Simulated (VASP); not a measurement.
A run of VASP 6.6.1:

Contents of INCAR:

```
PREC = Accurate
ENCUT = 520
EDIFF = 1E-6
ISMEAR = 0
SIGMA = 0.05
LREAL = False
LASPH = True
NELM = 100
ALGO = Normal
ISIF = 2
LWAVE = False
LCHARG = False
GGA = PE
NBANDS = 16
```

The input KPOINTS:

```
Automatic mesh
0
Gamma
  9 9 6
```

The input POSCAR:

```
MgO
1.0
    3.5744039930      0.0000000000      0.0000000000
   -1.7872019965      3.0955246613      0.0000000000
    0.0000000000      0.0000000000      4.4436990441
Mg O
2 2
Direct
    0.6666666667      0.3333333333      0.7500000000
    0.3333333333      0.6666666667      0.2500000000
    0.6666666667      0.3333333333      0.2500000000
    0.3333333333      0.6666666667      0.7500000000
```

Potentials or basis: VASP PAW PBE potentials, release 64 (Mg, O).

Run with:

```bash
$ cat potpaw_PBE.64/Mg/POTCAR potpaw_PBE.64/O/POTCAR > POTCAR
$ mpirun -np 1 vasp_std > vasp.out
```

Hardware: 1 thread of Intel(R) Xeon(R) Platinum 8559C (Emerald Rapids), with other jobs on the host.

Question: How long does it take, and how much memory?

Answer: Run time: 21 s on 1 thread of Intel(R) Xeon(R) Platinum 8559C (Emerald Rapids) (shared host), peak memory 0.18 GiB. Counts: scf iterations 13, k points 48.
